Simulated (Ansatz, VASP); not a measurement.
## InSe in VASP and in Ansatz

```
CELL_PARAMETERS angstrom
5.74765 -2.02688 0.00000
5.74765 2.02688 0.00000
-1.69994 0.00000 4.70686
ATOMIC_POSITIONS crystal
In 0.88820 0.88820 0.04684
In 0.11180 0.11180 0.95316
Se 0.66093 0.66093 0.66896
Se 0.33907 0.33907 0.33104
```

Alike in both runs: task single point; functional PBEsol; k mesh 7 × 7 × 6; occupations fermi-dirac, width 0.05 eV; no spin polarisation.

```csv
,VASP,Ansatz
version,VASP 6.6.1,Ansatz 0.2.0
potentials or method,"VASP PAW PBE potentials, release 64 (In_d, Se)",Ansatz PAW
plane-wave cutoff (eV),520,420
valence electrons in the cell,38,58
```

Ansatz gave:

* gap on the k mesh at the Fermi level (eV): 1.15
* least direct gap on the mesh (eV): 1.29
* pressure (GPa): 1.0
* traceless stress, the component that is largest in VASP (GPa): -0.13
* rms of the force components (eV/Å): 0.175

Estimate VASP's values.

gap on the k mesh at the Fermi level (eV): 1.14; least direct gap on the mesh (eV): 1.28; pressure (GPa): 1.1; traceless stress, the component that is largest in VASP (GPa): -0.13; rms of the force components (eV/Å): 0.185.

VASP's potentials were made for PBE, not for PBEsol. Atom by atom the forces differ by 0.012 eV/Å (rms over components). The functional is the same, so the differences come from potentials, cutoffs and numerics. VASP's potentials hold 38 valence electrons a cell and Ansatz's 58, so a difference there can come from the potentials and not from the codes.

Noted on Ansatz's run: odd divisions of the mesh miss points on the zone boundary, where band edges often lie, so the gap on the mesh can be too wide.
